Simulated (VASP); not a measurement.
## As: single point with PBE

Crystal: As.

```xyz
2
Lattice="4.4703 0.0000 0.0000 -2.2351 3.8714 0.0000 0.0000 0.0000 2.9438" Properties=species:S:1:pos:R:3 pbc="T T T"
As    0.0000    2.5809    0.0000
As    2.2351    1.2905    0.0000
```

- Program: VASP 6.6.1
- Task: single point
- Functional: PBE
- Potentials or basis: VASP PAW PBE potentials, release 64 (As)
- Cutoff: 520 eV
- k mesh: 9 × 9 × 4
- Occupations: gaussian, width 0.1 eV
- Spin: no spin polarisation

| Item | Value |
| --- | --- |
| Pressure | 0.3 GPa |
| Band gap on the k mesh | zero (band 5 reaches 6.58 eV, above the bottom of band 6 at 2.49 eV) |

Stress tensor (GPa, compression positive):
```
0.36 0.00 0.00
0.00 0.36 0.00
0.00 0.00 0.17
```

Levels at points of the mesh, in eV from the Fermi level:
| k point | band 1 | band 2 | band 3 | band 4 | band 5 | band 6 | band 7 | band 8 | band 9 | band 10 |
| --- | --- | --- | --- | --- | --- | --- | --- | --- | --- | --- |
| (0.00, 0.00, 0.00) | -14.21 | -7.99 | -4.14 | -4.14 | 0.32 | 0.32 | 2.16 | 4.89 | 6.51 | 7.44 |
| (0.00, 0.00, 0.50) | -12.19 | -6.02 | -5.70 | -2.55 | -2.55 | -0.94 | 2.25 | 2.25 | 5.99 | 5.99 |

Wall time 6.7 s on 1 thread of Intel(R) Xeon(R) 6975P-C (Granite Rapids) (shared host), peak memory 0.17 GiB.

Caveat: the k points lie up to 0.53 Å⁻¹ apart.
